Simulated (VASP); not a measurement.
# Rh (Fm-3m) in VASP: notebook

The runs below take Rh through single point, with PBE.

All numbers are computed with VASP 6.6.1; they aren't measurements. Logs are shortened: lines on timing, memory, paths and dates and some standing lists are left out, and cuts for length are marked.

## Step 1: The cell of the first run

It takes space group Fm-3m (No. 225, cubic). Conventional cell: a = 3.831 Å, b = 3.831 Å, c = 3.831 Å, α = 90.00°, β = 90.00°, γ = 90.00°. Within 3.6 Å of Rh (site symmetry m-3m) lie 12 Rh at 2.71 Å.

## Step 2: Single point, PBE

INCAR

```
SYSTEM = Rh
  PREC = Accurate
  ENCUT = 500
  EDIFF = 1E-6
  ISMEAR = -1
  SIGMA = 0.1
  LREAL = .False.
  LASPH = .True.
  NELM = 120
  ALGO = Normal
  ISIF = 2
  LWAVE = .False.
  LCHARG = .False.
  GGA = PE
  NBANDS = 14
  GGA_COMPAT = .False.
```

KPOINTS

```
Automatic mesh
0
Gamma
  12 12 12
  0 0 0
```

POSCAR

```
Rh
1.0
   -0.0000000005      1.9155704726      1.9155704717
    1.9155704702      0.0000000010      1.9155704702
    1.9155704717      1.9155704726     -0.0000000005
Rh
1
Direct
    0.0000000000      0.0000000000      0.0000000000
```

Potentials or basis: VASP PAW PBE potentials, release 64 (Rh_pv).

Run with:

```sh
$ cat potpaw_PBE.64/Rh_pv/POTCAR > POTCAR
$ mpirun -np 1 vasp_std > vasp.out
```

OUTCAR:

```text
SYSTEM = Rh
   PREC = Accurate
   ENCUT = 500
   EDIFF = 1E-6
   ISMEAR = -1
   LREAL = .False.
   LASPH = .True.
   NELM = 120
   ISIF = 2
   GGA = PE

 ion  position               nearest neighbor table
   1  0.000  0.000  0.000-

  LATTYP: Found a face centered cubic cell.
 ALAT       =     3.8311409404

  Lattice vectors:

 A1 = (  -0.0000000005,   1.9155704726,   1.9155704717)
 A2 = (   1.9155704702,   0.0000000010,   1.9155704702)
 A3 = (   1.9155704717,   1.9155704726,  -0.0000000005)

Analysis of symmetry for initial positions (statically):
=====================================================================
 Subroutine PRICEL returns:
 Original cell was already a primitive cell.

 Routine SETGRP: Setting up the symmetry group for a
 face centered cubic supercell.

 Subroutine GETGRP returns: Found 48 space group operations
 (whereof 48 operations were pure point group operations)
 out of a pool of 48 trial point group operations.

The static configuration has the point symmetry O_h .

Analysis of symmetry for dynamics (positions and initial velocities):
=====================================================================
 Subroutine PRICEL returns:
 Original cell was already a primitive cell.

 Routine SETGRP: Setting up the symmetry group for a
 face centered cubic supercell.

 Subroutine GETGRP returns: Found 48 space group operations
 (whereof 48 operations were pure point group operations)
 out of a pool of 48 trial point group operations.

The dynamic configuration has the point symmetry O_h .

 Subroutine INISYM returns: Found 48 space group operations
 (whereof 48 operations are pure point group operations),
 and found     1 'primitive' translations

----------------------------------------------------------------------------------------

                                     Primitive cell

  volume of cell :      14.0580

  direct lattice vectors                    reciprocal lattice vectors
    -0.000000001  1.915570473  1.915570472    -0.261018849  0.261018849  0.261018849
     1.915570470  0.000000001  1.915570470     0.261018849 -0.261018849  0.261018849
     1.915570472  1.915570473 -0.000000001     0.261018849  0.261018849 -0.261018849

  length of vectors
     2.709025741  2.709025739  2.709025741     0.452097908  0.452097909  0.452097908

  position of ions in fractional coordinates (direct lattice)
[... 82 lines left out ...]
   NFREE  =      0    steps in history (QN), initial steepest desc. (CG)
   ISIF   =      2    stress and relaxation
   ISYM   =      2    0-nonsym 1-usesym 2-fastsym
   POTIM  = 0.5000    time-step for ionic-motion
   TEBEG  =    0.0;   TEEND  =   0.0 temperature during run
   PSTRESS=    0.0 pullay stress
   NELECT =      15.0000    total number of electrons
   NUPDOWN=      -1.0000    fix difference up-down
   EMIN   =  10.00;   EMAX   =-10.00  energy-range for DOS
   EFERMI =   0.00;   METHOD = LEGACY
   ISMEAR =    -1;   SIGMA  =   0.10  broadening in eV -4-tet -1-fermi 0-gaus
   EFERMI_NEDOS =   21; number of points for ismear=-14 and -15
   IALGO  =     38    algorithm
   IMIX   =      4    mixing-type and parameters
     AMIX     =   0.40;   BMIX     =  1.00
     AMIX_MAG =   1.60;   BMIX_MAG =  1.00
  volume/ion in A,a.u.               =      14.06        94.87
  Fermi-wavevector in a.u.,A,eV,Ry     =   1.672876  3.161278 38.076102  2.798515
  Thomas-Fermi vector in A             =   2.757946
   LORBIT       =      0    0 simple, 1 ext, 2 COOP (PROOUT), +10 PAW based schemes
   GGA     = PE    functional components
   LHFCALC =     F    Hartree Fock is set to
   AEXX    =    0.0000 exact exchange contribution
   IVDW    =     0    specifies the selected vdW correction
   LEPSILON=     F    determine dielectric tensor
   LRPA    =     F    only Hartree local field effects (RPA)
 non-spin polarized calculation
  energy-cutoff  :      500.00
  volume of cell :       14.06
 maximum number of plane-waves:       368
   NGX =  9   NGY =  9   NGZ =  9

 number of electron      15.0000003 magnetization

 Free energy of the ion-electron system (eV)
  ---------------------------------------------------
  ext. energy  EPLUGINS =         0.00000000
  ---------------------------------------------------
  free energy    TOTEN  =        -7.28035759 eV

  energy without entropy =       -7.23722513  energy(sigma->0) =       -7.25879136

 E-fermi :  11.4772     XC(G=0): -13.8904

 val. band max:       11.4332186900   @ k =  -0.3333   0.3333  -0.0000
 cond. band min:      11.5386210692   @ k =   0.3333   0.1667  -0.0000
 fundamental gap:      0.1054023792
 Fermi energy:        11.4771519707

 k-point     1 :       0.0000    0.0000    0.0000
  band No.  band energies     occupation
      1     -34.8532      2.00000
      2     -34.8532      2.00000
      3     -34.8532      2.00000
      4       3.7043      2.00000
      5       8.5205      2.00000
      6       8.5205      2.00000
      7       8.5205      2.00000
      8      10.5311      1.99984
      9      10.5311      1.99984
     10      27.5112      0.00000
     11      32.0725      0.00000
     12      32.8436      0.00000
     13      32.8436      0.00000
     14      32.8436      0.00000
[... 377 lines left out ...]
      1     -35.4678      2.00000
      2     -35.0703      2.00000
      3     -34.9724      2.00000
      4       6.2752      2.00000
      5       7.8843      2.00000
      6       9.0971      2.00000
      7       9.5069      2.00000
      8      11.7391      0.13581
      9      15.5405      0.00000
     10      20.0292      0.00000
     11      27.4051      0.00000
     12      30.2276      0.00000
     13      31.8168      0.00000
     14      32.0747      0.00000

 [... further k-points ...]

------------------------ aborting loop because EDIFF is reached ----------------------------------------

  FORCE on cell =-STRESS in cart. coord.  units (eV):
  Direction    XX          YY          ZZ          XY          YZ          ZX
  --------------------------------------------------------------------------------------
  -------------------------------------------------------------------------------------
  Total        0.0218149      0.0218149      0.0218149      0.0000000      0.0000000     -0.0000000
  in kB        2.4862245      2.4862245      2.4862245      0.0000000      0.0000000     -0.0000000
  external PRESSURE =       2.4862245 kB  Pullay stress =       0.0000000 kB

 VOLUME and BASIS-vectors are now :
 -----------------------------------------------------------------------------
  energy-cutoff  :      500.00
  volume of cell :       14.06
      direct lattice vectors                 reciprocal lattice vectors
    -0.000000001  1.915570473  1.915570472    -0.261018849  0.261018849  0.261018849
     1.915570470  0.000000001  1.915570470     0.261018849 -0.261018849  0.261018849
     1.915570472  1.915570473 -0.000000001     0.261018849  0.261018849 -0.261018849

 POSITION                                       TOTAL-FORCE (eV/Angst)
 -----------------------------------------------------------------------------------
      0.00000      0.00000      0.00000         0.000000     -0.000000      0.000000
 -----------------------------------------------------------------------------------
    total drift:                               -0.000000     -0.000000     -0.000000

  FREE ENERGIE OF THE ION-ELECTRON SYSTEM (eV)
  ---------------------------------------------------
  free  energy   TOTEN  =        -7.2803575883 eV

  energy  without entropy=       -7.2372251258  energy(sigma->0) =       -7.25879136
```

OSZICAR:

```text
N       E                     dE             d eps       ncg     rms          rms(c)
DAV:   1     0.117057928744E+03    0.11706E+03   -0.86127E+03  2022   0.111E+03
DAV:   2    -0.628954632849E+01   -0.12335E+03   -0.11807E+03  2310   0.333E+02
DAV:   3    -0.778168743172E+01   -0.14921E+01   -0.14902E+01  2310   0.403E+01
DAV:   4    -0.778721771189E+01   -0.55303E-02   -0.55301E-02  2400   0.252E+00
DAV:   5    -0.778726872608E+01   -0.51014E-04   -0.51015E-04  2358   0.211E-01    0.959E+00
DAV:   6    -0.729867781719E+01    0.48859E+00   -0.82183E-01  2136   0.126E+01    0.329E+00
DAV:   7    -0.728376287727E+01    0.14915E-01   -0.16697E-02  2334   0.151E+00    0.159E+00
DAV:   8    -0.728048515457E+01    0.32777E-02   -0.32755E-03  2154   0.764E-01    0.181E-01
DAV:   9    -0.728035684874E+01    0.12831E-03   -0.98799E-05  2142   0.137E-01    0.112E-02
DAV:  10    -0.728035758834E+01   -0.73960E-06   -0.32580E-06  2322   0.220E-02
   1 F= -.72803576E+01 E0= -.72587914E+01  d E =-.431325E-01
```

stdout:

```text
POSCAR found type information on POSCAR Rh
 POSCAR found :  1 types and       1 ions
 scaLAPACK will be used
 LDA part: xc-table for (Slater+PW92), standard interpolation
 POSCAR, INCAR and KPOINTS ok, starting setup
 FFT: planning ... GRIDC
 FFT: planning ... GRID_SOFT
 FFT: planning ... GRID
 WAVECAR not read
 entering main loop
```

Run time: 8.3 s. Hardware: 1 thread of AMD EPYC 7R13 (Zen 3), shared host; peak memory 0.1 GiB.

What came out:

```
Free energy : -7.2804 eV
Pressure    : 0.2 GPa
```

## Step 3: Single point, PBE

This run uses another cell than the first one, of 13.67 Å³/atom, 0.973 times its volume.

INCAR

```
SYSTEM = Rh
PREC = Accurate ; ENCUT = 500
EDIFF = 1E-6 ; ISMEAR = -1
SIGMA = 0.1 ; LREAL = .FALSE.
LASPH = .TRUE. ; NELM = 120
ALGO = Normal ; ISIF = 2
LWAVE = .FALSE. ; LCHARG = .FALSE.
GGA = PE ; NBANDS = 14
GGA_COMPAT = .FALSE.
```

KPOINTS

```
regular mesh
0
G
  12 12 12
  0 0 0
```

POSCAR

```
Rh
1.0
    0.0000000000      1.8978500000      1.8978500000
    1.8978500000      0.0000000000      1.8978500000
    1.8978500000      1.8978500000      0.0000000000
Rh
1
Direct
    0.0000000000      0.0000000000      0.0000000000
```

Potentials or basis: VASP PAW PBE potentials, release 64 (Rh_pv).

Run with:

```sh
$ cat potpaw_PBE.64/Rh_pv/POTCAR > POTCAR
$ mpirun -np 1 vasp_std > vasp.out
```

Wall time 9.7 s (1 thread of AMD EPYC 7R13 (Zen 3), shared host); peak memory 0.1 GiB.

It converged, with:

| Property | Result |
| --- | --- |
| Free energy | -7.2710 eV |
| Pressure | 7.9 GPa |

Levels at points of the mesh, in eV from the Fermi level:
| k point | band 3 | band 4 | band 5 | band 6 | band 7 | band 8 | band 9 | band 10 | band 11 | band 12 |
| --- | --- | --- | --- | --- | --- | --- | --- | --- | --- | --- |
| (0.00, 0.00, 0.00) | -46.38 | -7.98 | -3.09 | -3.09 | -3.09 | -0.99 | -0.99 | 16.02 | 20.51 | 21.51 |
| (0.50, 0.00, 0.00) | -46.48 | -6.15 | -3.17 | -3.17 | 0.59 | 0.59 | 0.75 | 8.72 | 15.52 | 20.51 |
| (0.50, 0.50, 0.00) | -46.65 | -6.35 | -5.98 | 0.56 | 1.01 | 1.01 | 3.29 | 12.36 | 13.38 | 13.38 |
